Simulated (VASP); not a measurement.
# Pb (Fmmm) in VASP: single point with PBEsol

Aim: the single point of Pb with PBEsol.

All numbers are computed with VASP 6.6.1; they aren't measurements. Logs are shortened: lines on timing, memory, paths and dates and some standing lists are left out, and cuts for length are marked.

### Step 1. The cell of the first run

The structure is orthorhombic, space group Fmmm (No. 69). Conventional cell: a = 3.638 Å, b = 6.303 Å, c = 10.544 Å, α = 90.00°, β = 90.00°, γ = 90.00°. Pb (site symmetry m2m) has 3 Pb at 2.02 to 2.28 Å within 2.7 Å.

### Step 2. Single point, PBEsol (C replaced by Pb, lengths x 1.553, strained)

The input, INCAR:

```
ALGO = Normal
EDIFF = 1E-7
ENCUT = 520
GGA = PS
ISIF = 2
ISMEAR = 0
LASPH = T
LCHARG = F
LREAL = F
LWAVE = F
NBANDS = 21
NELM = 60
PREC = Accurate
SIGMA = 0.1
```

The input, KPOINTS:

```
k-points
0
Gamma
  14 14 14
```

The input, POSCAR:

```
Pb
1.0
    0.0000000000      3.1513604013      5.2718691695
    1.8190790568      0.0000000000      5.2718691695
    1.8190790568      3.1513604013      0.0000000000
Pb
2
Direct
    0.1807743724      0.8192256276      0.1807743724
    0.8192256276      0.1807743724      0.8192256276
```

Potentials or basis: VASP PAW PBE potentials, release 64 (Pb_d).

On the command line:

```bash
cat potpaw_PBE.64/Pb_d/POTCAR > POTCAR
mpirun -np 1 vasp_std > vasp.out
```

OUTCAR:

```text
EDIFF = 1E-7
   ENCUT = 520
   GGA = PS
   ISIF = 2
   ISMEAR = 0
   LASPH = T
   LREAL = F
   NELM = 60
   PREC = Accurate

 ion  position               nearest neighbor table
   1  0.181  0.819  0.181-   2 2.02   2 2.02   2 2.28   2 4.02
   2  0.819  0.181  0.819-   1 2.02   1 2.02   1 2.28   1 4.02

 -----------------------------------------------------------------------------
|                                                                             |
|           W    W    AA    RRRRR   N    N  II  N    N   GGGG   !!!           |
|           W    W   A  A   R    R  NN   N  II  NN   N  G    G  !!!           |
|           W    W  A    A  R    R  N N  N  II  N N  N  G       !!!           |
|           W WW W  AAAAAA  RRRRR   N  N N  II  N  N N  G  GGG   !            |
|           WW  WW  A    A  R   R   N   NN  II  N   NN  G    G                |
|           W    W  A    A  R    R  N    N  II  N    N   GGGG   !!!           |
|                                                                             |
|     The distance between some ions is very small. Please check the          |
|     nearest-neighbor list in the OUTCAR file.                               |
|     I HOPE YOU KNOW WHAT YOU ARE DOING!                                     |
|                                                                             |
 -----------------------------------------------------------------------------

  LATTYP: Found a face centered orthorhombic cell.
 ALAT       =     3.6381581136
 B/A-ratio  =     1.7323933171
 C/A-ratio  =     2.8980978863

  Lattice vectors:

 A1 = (   0.0000000000,   3.1513604013,   5.2718691695)
 A2 = (   1.8190790568,   0.0000000000,   5.2718691695)
 A3 = (   1.8190790568,   3.1513604013,   0.0000000000)

Analysis of symmetry for initial positions (statically):
=====================================================================
 Subroutine PRICEL returns:
 Original cell was already a primitive cell.

 Routine SETGRP: Setting up the symmetry group for a
 face centered orthorhombic supercell.

 Subroutine GETGRP returns: Found  8 space group operations
 (whereof  8 operations were pure point group operations)
 out of a pool of  8 trial point group operations.

The static configuration has the point symmetry D_2h.

Analysis of symmetry for dynamics (positions and initial velocities):
=====================================================================
 Subroutine PRICEL returns:
 Original cell was already a primitive cell.

 Routine SETGRP: Setting up the symmetry group for a
 face centered orthorhombic supercell.
[... 106 lines left out ...]
   LREAL  =      F    real-space projection
   EDIFFG = 0.1E-05   stopping-criterion for IOM
   NSW    =      0    number of steps for IOM
   IBRION =     -1    ionic relax: 0-MD 1-quasi-New 2-CG
   NFREE  =      0    steps in history (QN), initial steepest desc. (CG)
   ISIF   =      2    stress and relaxation
   ISYM   =      2    0-nonsym 1-usesym 2-fastsym
   POTIM  = 0.5000    time-step for ionic-motion
   TEBEG  =    0.0;   TEEND  =   0.0 temperature during run
   PSTRESS=    0.0 pullay stress
   NELECT =      28.0000    total number of electrons
   NUPDOWN=      -1.0000    fix difference up-down
   EMIN   =  10.00;   EMAX   =-10.00  energy-range for DOS
   EFERMI =   0.00;   METHOD = LEGACY
   ISMEAR =     0;   SIGMA  =   0.10  broadening in eV -4-tet -1-fermi 0-gaus
   EFERMI_NEDOS =   21; number of points for ismear=-14 and -15
   IALGO  =     38    algorithm
   IMIX   =      4    mixing-type and parameters
     AMIX     =   0.40;   BMIX     =  1.00
     AMIX_MAG =   1.60;   BMIX_MAG =  1.00
  volume/ion in A,a.u.               =      30.22       203.94
  Fermi-wavevector in a.u.,A,eV,Ry     =   1.266716  2.393747 21.831509  1.604571
  Thomas-Fermi vector in A             =   2.399903
   LORBIT       =      0    0 simple, 1 ext, 2 COOP (PROOUT), +10 PAW based schemes
   GGA     = PS    functional components
   LHFCALC =     F    Hartree Fock is set to
   AEXX    =    0.0000 exact exchange contribution
   IVDW    =     0    specifies the selected vdW correction
   LEPSILON=     F    determine dielectric tensor
   LRPA    =     F    only Hartree local field effects (RPA)
 non-spin polarized calculation
 Gauss-broadening in eV      SIGMA  =   0.10
  energy-cutoff  :      520.00
  volume of cell :       60.44
 maximum number of plane-waves:      1655
 NGX is ok and might be reduce to    48
   NGX = 23   NGY = 21   NGZ = 13

 number of electron      28.0000003 magnetization

 Free energy of the ion-electron system (eV)
  ---------------------------------------------------
  ext. energy  EPLUGINS =         0.00000000
  ---------------------------------------------------
  free energy    TOTEN  =        10.91034673 eV

  energy without entropy =       10.91512974  energy(sigma->0) =       10.91273823

 E-fermi :   8.3131     XC(G=0):  -9.2332

 val. band max:        8.3011624578   @ k =  -0.3571   0.0000   0.3571
 cond. band min:       8.3331259591   @ k =  -0.2857   0.0714   0.3571
 fundamental gap:      0.0319635013
 Fermi energy:         8.3131012759

 k-point     1 :       0.0000    0.0000    0.0000
  band No.  band energies     occupation
      1     -15.9711      2.00000
      2     -14.2025      2.00000
      3     -13.7841      2.00000
      4     -13.2095      2.00000
      5     -12.6121      2.00000
      6     -12.5602      2.00000
[... 565 lines left out ...]
     20      16.6805      0.00000
     21      17.2969      0.00000

 [... further k-points ...]

------------------------ aborting loop because EDIFF is reached ----------------------------------------

  FORCE on cell =-STRESS in cart. coord.  units (eV):
  Direction    XX          YY          ZZ          XY          YZ          ZX
  --------------------------------------------------------------------------------------
  -------------------------------------------------------------------------------------
  Total      102.3616331     54.1678029     -0.3019217      0.0000000      0.0000000      0.0000000
  in kB     2713.3356543   1435.8449208     -8.0031433      0.0000000      0.0000000      0.0000000
  external PRESSURE =    1380.3924773 kB  Pullay stress =       0.0000000 kB

 VOLUME and BASIS-vectors are now :
 -----------------------------------------------------------------------------
  energy-cutoff  :      520.00
  volume of cell :       60.44
      direct lattice vectors                 reciprocal lattice vectors
     0.000000000  3.151360401  5.271869170    -0.274864360  0.158661637  0.094843021
     1.819079057  0.000000000  5.271869170     0.274864360 -0.158661637  0.094843021
     1.819079057  3.151360401  0.000000000     0.274864360  0.158661637 -0.094843021

 POSITION                                       TOTAL-FORCE (eV/Angst)
 -----------------------------------------------------------------------------------
      1.81908      1.13937      5.27187         0.000000    -13.749815      0.000000
      1.81908      5.16335      5.27187         0.000000     13.749815      0.000000
 -----------------------------------------------------------------------------------
    total drift:                                0.000000      0.000000      0.000000

  FREE ENERGIE OF THE ION-ELECTRON SYSTEM (eV)
  ---------------------------------------------------
  free  energy   TOTEN  =        10.9103467331 eV

  energy  without entropy=       10.9151297351  energy(sigma->0) =       10.91273823
```

OSZICAR:

```text
N       E                     dE             d eps       ncg     rms          rms(c)
DAV:   1     0.335088268366E+03    0.33509E+03   -0.14747E+04 18006   0.167E+03
DAV:   2     0.383312216474E+02   -0.29676E+03   -0.29036E+03 18106   0.436E+02
DAV:   3     0.111631187461E+02   -0.27168E+02   -0.26946E+02 21285   0.162E+02
DAV:   4     0.100924982745E+02   -0.10706E+01   -0.10697E+01 22114   0.354E+01
DAV:   5     0.100360038147E+02   -0.56494E-01   -0.56492E-01 27225   0.765E+00    0.553E+00
DAV:   6     0.106366222385E+02    0.60062E+00   -0.17906E-01 25490   0.413E+00    0.317E+00
DAV:   7     0.109132232119E+02    0.27660E+00   -0.33546E-01 25366   0.540E+00    0.335E-01
DAV:   8     0.109081489811E+02   -0.50742E-02   -0.51653E-02 24696   0.246E+00    0.219E-01
DAV:   9     0.109107257377E+02    0.25768E-02   -0.53326E-03 28093   0.802E-01    0.619E-02
DAV:  10     0.109103562183E+02   -0.36952E-03   -0.11066E-03 20630   0.332E-01    0.142E-02
DAV:  11     0.109103459628E+02   -0.10255E-04   -0.90160E-05 23030   0.118E-01    0.111E-02
DAV:  12     0.109103476172E+02    0.16544E-05   -0.34548E-05 23309   0.564E-02    0.300E-03
DAV:  13     0.109103466686E+02   -0.94867E-06   -0.37146E-06 23518   0.157E-02    0.179E-03
DAV:  14     0.109103467331E+02    0.64564E-07   -0.59777E-07 17860   0.707E-03
   1 F= 0.10910347E+02 E0= 0.10912738E+02  d E =-.478300E-02
```

stdout:

```text
POSCAR found type information on POSCAR Pb
 POSCAR found :  1 types and       2 ions
 scaLAPACK will be used
 -----------------------------------------------------------------------------
|                                                                             |
|                                                                             |
[... 17 lines left out ...]
|     I HOPE YOU KNOW WHAT YOU ARE DOING!                                     |
|                                                                             |
 -----------------------------------------------------------------------------

 POSCAR, INCAR and KPOINTS ok, starting setup
 FFT: planning ... GRIDC
 FFT: planning ... GRID_SOFT
 FFT: planning ... GRID
 WAVECAR not read
 entering main loop
```

Run time: 17 min. Hardware: 1 thread of Intel Xeon 8259CL, shared host; peak memory 0.55 GiB.

What came out:

* Free energy: 10.9103 eV
* Pressure: 138.0 GPa
* Largest force: 13.750 eV/Å
* Band gap on the k mesh: zero (bands 14 and 15 overlap by 2.05 eV)

Forces in eV/Å, atoms in the order of the input:
```
Pb    0.000 -13.750   0.000
Pb    0.000  13.750   0.000
```

Caveat: the cell differs from its parent crystal (C replaced by Pb, lengths x 1.553, strained); atoms lie so close that the PAW spheres overlap strongly, which falsifies energies and pressures; the cell stands under pressure; the PAW data sets were made with another functional, which shifts forces and pressure a little; spin-orbit coupling is left out, which moves the levels of the heavy elements.
